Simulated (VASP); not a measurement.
# Ta (R-3m) in VASP: notebook

Ta is run at these levels: PBEsol; tasks: electric field gradients.

Everything below comes from runs of VASP 6.6.1. Logs are shortened: lines on timing, memory, paths and dates and some standing lists are left out, and cuts for length are marked.

## (1) The cell of the first run

It takes space group R-3m (No. 166, trigonal). Conventional cell: a = 4.741 Å, b = 4.741 Å, c = 2.774 Å, α = 90.00°, β = 90.00°, γ = 120.00°. Ta (site symmetry -3m) has 14 Ta at 2.77 to 3.30 Å within 3.7 Å.

## (2) Electric field gradients, PBEsol (equal xy, yz and zx shear strains of -3 %)

Input file INCAR:

```
  ALGO = Normal
  EDIFF = 1E-8
  ENCUT = 520
  GGA = PS
  ISIF = 2
  ISMEAR = -1
  LASPH = T
  LCHARG = F
  LEFG = T
  LREAL = F
  LWAVE = F
  NBANDS = 12
  NELM = 100
  PREC = Accurate
  SIGMA = 0.08
```

Input file KPOINTS:

```
k-points
0
Gamma
  17 17 17
```

Input file POSCAR:

```
Ta
1.0
   -1.7008184000      1.6512800000      1.6512800000
    1.6512800000     -1.7008184000      1.6512800000
    1.6512800000      1.6512800000     -1.7008184000
Ta
1
Direct
    0.0000000000      0.0000000000      0.0000000000
```

Potentials or basis: VASP PAW PBE potentials, release 64 (Ta_pv).

Started as:

```console
$ cat potpaw_PBE.64/Ta_pv/POTCAR > POTCAR
$ mpirun -np 1 vasp_std > vasp.out
```

OUTCAR:

```text
EDIFF = 1E-8
   ENCUT = 520
   GGA = PS
   ISIF = 2
   ISMEAR = -1
   LASPH = T
   LREAL = F
   NELM = 100
   PREC = Accurate

 ion  position               nearest neighbor table
   1  0.000  0.000  0.000-

  LATTYP: Found a trigonal (rhomboedric) cell.
 ALAT       =     2.8889850305
 COS(alpha) =    -0.3463033748

  Lattice vectors:

 A1 = (  -1.7008184000,   1.6512800000,   1.6512800000)
 A2 = (   1.6512800000,  -1.7008184000,   1.6512800000)
 A3 = (   1.6512800000,   1.6512800000,  -1.7008184000)

Analysis of symmetry for initial positions (statically):
=====================================================================
 Subroutine PRICEL returns:
 Original cell was already a primitive cell.

 Routine SETGRP: Setting up the symmetry group for a
 trigonal (rhombohedral) supercell.

 Subroutine GETGRP returns: Found 12 space group operations
 (whereof 12 operations were pure point group operations)
 out of a pool of 12 trial point group operations.

The static configuration has the point symmetry D_3d.

Analysis of symmetry for dynamics (positions and initial velocities):
=====================================================================
 Subroutine PRICEL returns:
 Original cell was already a primitive cell.

 Routine SETGRP: Setting up the symmetry group for a
 trigonal (rhombohedral) supercell.

 Subroutine GETGRP returns: Found 12 space group operations
 (whereof 12 operations were pure point group operations)
 out of a pool of 12 trial point group operations.

The dynamic configuration has the point symmetry D_3d.

 Subroutine INISYM returns: Found 12 space group operations
 (whereof 12 operations are pure point group operations),
 and found     1 'primitive' translations

----------------------------------------------------------------------------------------

                                     Primitive cell

  volume of cell :      17.9981

  direct lattice vectors                    reciprocal lattice vectors
    -1.700818400  1.651280000  1.651280000     0.009226410  0.307547008  0.307547008
     1.651280000 -1.700818400  1.651280000     0.307547008  0.009226410  0.307547008
     1.651280000  1.651280000 -1.700818400     0.307547008  0.307547008  0.009226410

  length of vectors
     2.888985031  2.888985031  2.888985031     0.435035000  0.435035000  0.435035000

  position of ions in fractional coordinates (direct lattice)
     0.000000000  0.000000000  0.000000000

  ion indices of the primitive-cell ions
   primitive index   ion index
                 1           1

----------------------------------------------------------------------------------------

 KPOINTS: k-points

Automatic generation of k-mesh.
 Grid dimensions read from file:
 generate k-points for:   17   17   17

 Generating k-lattice:

  Cartesian coordinates                     Fractional coordinates (reciprocal lattice)
     0.000542730  0.018091000  0.018091000     0.058823529 -0.000000000 -0.000000000
     0.018091000  0.000542730  0.018091000    -0.000000000  0.058823529 -0.000000000
     0.018091000  0.018091000  0.000542730    -0.000000000 -0.000000000  0.058823529

  Length of vectors
     0.025590294  0.025590294  0.025590294

  Shift w.r.t. Gamma in fractional coordinates (k-lattice)
     0.000000000  0.000000000  0.000000000

 Subroutine IBZKPT returns following result:
 ===========================================

 Found    489 irreducible k-points:

 Following reciprocal coordinates:
            Coordinates               Weight
  0.000000  0.000000  0.000000      1.000000
  0.058824  0.000000  0.000000      6.000000
  0.117647 -0.000000 -0.000000      6.000000
  0.176471  0.000000  0.000000      6.000000
  0.235294 -0.000000 -0.000000      6.000000
  0.294118  0.000000  0.000000      6.000000
[... 16 lines left out ...]
 -0.176471  0.058824  0.000000     12.000000
 -0.117647  0.058824 -0.000000     12.000000
 [... further k-points ...]
   k-points           NKPTS =    489   k-points in BZ     NKDIM =    489   number of bands    NBANDS=     12
   number of dos      NEDOS =    301   number of ions     NIONS =      1
   total plane-waves  NPLWV =  13824
   dimension x,y,z NGX =    24 NGY =   24 NGZ =   24
   dimension x,y,z NGXF=    48 NGYF=   48 NGZF=   48
   ions per type =               1
   NGX,Y,Z   is equivalent  to a cutoff of  13.81, 13.81, 13.81 a.u.
   NGXF,Y,Z  is equivalent  to a cutoff of  27.62, 27.62, 27.62 a.u.
 SYSTEM =  unknown system
   PREC   = accura    normal or accurate (medium, high low for compatibility)
   ISTART =      0    job   : 0-new  1-cont  2-samecut
   ICHARG =      2    charge: 1-file 2-atom 10-const
   ISPIN  =      1    spin polarized calculation?
   LNONCOLLINEAR =      F non collinear calculations
   LSORBIT =      F    spin-orbit coupling
   LASPH  =      T    aspherical Exc in radial PAW
   ENCUT  =  520.0 eV  38.22 Ry    6.18 a.u.   5.37  5.37  5.37*2*pi/ulx,y,z
   NELM   =    100;   NELMIN=  2; NELMDL= -5     # of ELM steps
   EDIFF  = 0.1E-07   stopping-criterion for ELM
   LREAL  =      F    real-space projection
   EDIFFG = 0.1E-06   stopping-criterion for IOM
   NSW    =      0    number of steps for IOM
   IBRION =     -1    ionic relax: 0-MD 1-quasi-New 2-CG
   NFREE  =      0    steps in history (QN), initial steepest desc. (CG)
   ISIF   =      2    stress and relaxation
   ISYM   =      2    0-nonsym 1-usesym 2-fastsym
   POTIM  = 0.5000    time-step for ionic-motion
   TEBEG  =    0.0;   TEEND  =   0.0 temperature during run
   PSTRESS=    0.0 pullay stress
   NELECT =      11.0000    total number of electrons
   NUPDOWN=      -1.0000    fix difference up-down
   EMIN   =  10.00;   EMAX   =-10.00  energy-range for DOS
   EFERMI =   0.00;   METHOD = LEGACY
   ISMEAR =    -1;   SIGMA  =   0.08  broadening in eV -4-tet -1-fermi 0-gaus
   EFERMI_NEDOS =   21; number of points for ismear=-14 and -15
   IALGO  =     38    algorithm
   IMIX   =      4    mixing-type and parameters
     AMIX     =   0.40;   BMIX     =  1.00
     AMIX_MAG =   1.60;   BMIX_MAG =  1.00
  volume/ion in A,a.u.               =      18.00       121.46
  Fermi-wavevector in a.u.,A,eV,Ry     =   1.389303  2.625403 26.261471  1.930164
  Thomas-Fermi vector in A             =   2.513347
   LORBIT       =      0    0 simple, 1 ext, 2 COOP (PROOUT), +10 PAW based schemes
   GGA     = PS    functional components
   LHFCALC =     F    Hartree Fock is set to
   AEXX    =    0.0000 exact exchange contribution
   IVDW    =     0    specifies the selected vdW correction
   LEPSILON=     F    determine dielectric tensor
   LRPA    =     F    only Hartree local field effects (RPA)
 non-spin polarized calculation
  energy-cutoff  :      520.00
  volume of cell :       18.00
 maximum number of plane-waves:       504
 NGX is ok and might be reduce to    24
   NGX = 11   NGY = 11   NGZ = 11

 number of electron      10.9999999 magnetization

 Free energy of the ion-electron system (eV)
  ---------------------------------------------------
  ext. energy  EPLUGINS =         0.00000000
  ---------------------------------------------------
  free energy    TOTEN  =       -12.55135899 eV

  energy without entropy =      -12.52304640  energy(sigma->0) =      -12.53720270

 E-fermi :   5.3265     XC(G=0): -12.7297

 val. band max:        5.3206493936   @ k =  -0.1176   0.2353   0.0588
 cond. band min:       5.3344148404   @ k =  -0.2353  -0.4706   0.1765
 fundamental gap:      0.0137654468
 Fermi energy:         5.3265117362

 k-point     1 :       0.0000    0.0000    0.0000
  band No.  band energies     occupation
      1     -27.7411      2.00000
      2     -27.7411      2.00000
      3     -27.5838      2.00000
      4      -2.6022      2.00000
      5       5.5651      0.09647
      6       6.2425      0.00002
      7       6.2425      0.00002
      8       9.3903      0.00000
      9       9.3903      0.00000
     10      19.8103      0.00000
     11      20.6705      0.00000
     12      20.6705      0.00000
[... 331 lines left out ...]
 k-point    24 :      -0.1176    0.0588   -0.0000
  band No.  band energies     occupation
      1     -27.8485      2.00000
      2     -27.7544      2.00000
      3     -27.6272      2.00000
      4      -2.1481      2.00000
      5       5.5110      0.18119
      6       5.9464      0.00086
      7       6.6466      0.00000
      8       8.9418      0.00000
      9       9.4540      0.00000
     10      19.9982      0.00000
     11      20.6175      0.00000
     12      21.1482      0.00000

 [... further k-points ...]

------------------------ aborting loop because EDIFF is reached ----------------------------------------

  FORCE on cell =-STRESS in cart. coord.  units (eV):
  Direction    XX          YY          ZZ          XY          YZ          ZX
  --------------------------------------------------------------------------------------
  -------------------------------------------------------------------------------------
  Total       -0.3669885     -0.3669885     -0.3669885      0.2293708      0.2293708      0.2293708
  in kB      -32.6690896    -32.6690896    -32.6690896     20.4184506     20.4184506     20.4184506
  external PRESSURE =     -32.6690896 kB  Pullay stress =       0.0000000 kB

 VOLUME and BASIS-vectors are now :
 -----------------------------------------------------------------------------
  energy-cutoff  :      520.00
  volume of cell :       18.00
      direct lattice vectors                 reciprocal lattice vectors
    -1.700818400  1.651280000  1.651280000     0.009226410  0.307547008  0.307547008
     1.651280000 -1.700818400  1.651280000     0.307547008  0.009226410  0.307547008
     1.651280000  1.651280000 -1.700818400     0.307547008  0.307547008  0.009226410

 POSITION                                       TOTAL-FORCE (eV/Angst)
 -----------------------------------------------------------------------------------
      0.00000      0.00000      0.00000         0.000000     -0.000000      0.000000
 -----------------------------------------------------------------------------------
    total drift:                                0.000000      0.000000     -0.000000

  FREE ENERGIE OF THE ION-ELECTRON SYSTEM (eV)
  ---------------------------------------------------
  free  energy   TOTEN  =       -12.5513589927 eV

  energy  without entropy=      -12.5230464040  energy(sigma->0) =      -12.53720270

 Electric field gradients (V/A^2)
---------------------------------------------------------------------
 ion       V_xx      V_yy      V_zz      V_xy      V_xz      V_yz
---------------------------------------------------------------------
   1      -0.000    -0.000     0.000    26.778    26.778    26.778
---------------------------------------------------------------------

 Electric field gradients after diagonalization (V/A^2)
 (convention: |V_zz| > |V_xx| > |V_yy|)
----------------------------------------------------------------------
 ion       V_xx      V_yy      V_zz     asymmetry (V_yy - V_xx)/ V_zz
----------------------------------------------------------------------
   1     -26.778   -26.778    53.556       0.000
----------------------------------------------------------------------

           NMR quadrupolar parameters

 Cq : quadrupolar parameter    Cq=e*Q*V_zz/h
 eta: asymmetry parameters     (V_yy - V_xx)/ V_zz
 Q  : nuclear electric quadrupole moment in mb (millibarn)
----------------------------------------------------------------------
 ion       Cq(MHz)       eta       Q (mb)
----------------------------------------------------------------------
   1       0.129       0.000       1.000
----------------------------------------------------------------------
```

Wall time 1.8 min (1 thread of Intel Xeon Platinum 8259CL at 2.50GHz (Skylake/Cascade Lake), shared host); peak memory 0.22 GiB.

What came out:

```yaml
Free_energy: -12.5514 eV
Pressure: -3.3 GPa
Band_gap_on_the_k_mesh: zero (an odd number of electrons rules out a gap without spin polarisation)
Largest_electric_field_gradient_by_atom: Ta +53.6 V/Å²
```

Levels at points of the mesh, in eV from the Fermi level:
```csv
k point,band 2,band 3,band 4,band 5,band 6,band 7,band 8,band 9,band 10,band 11
"(0.00, 0.00, 0.00)",-33.07,-32.91,-7.93,0.24,0.92,0.92,4.06,4.06,14.48,15.34
```

Electric field gradients, principal values (V/Å²):
| atom | least | middle | greatest (by size) |
| --- | --- | --- | --- |
| 1 Ta | -26.778 | -26.778 | 53.556 |

Caveat: the cell differs from its parent crystal (equal xy, yz and zx shear strains of -3 %); the cell stands under tension; without QUAD_EFG the Cq values of the log hold for a quadrupole moment of 1 mb, not for the nuclei; the PAW data sets were made with another functional, which shifts forces and pressure a little; spin-orbit coupling is left out, which moves the levels of the heavy elements.

(Part 1 of 3 ends here.)
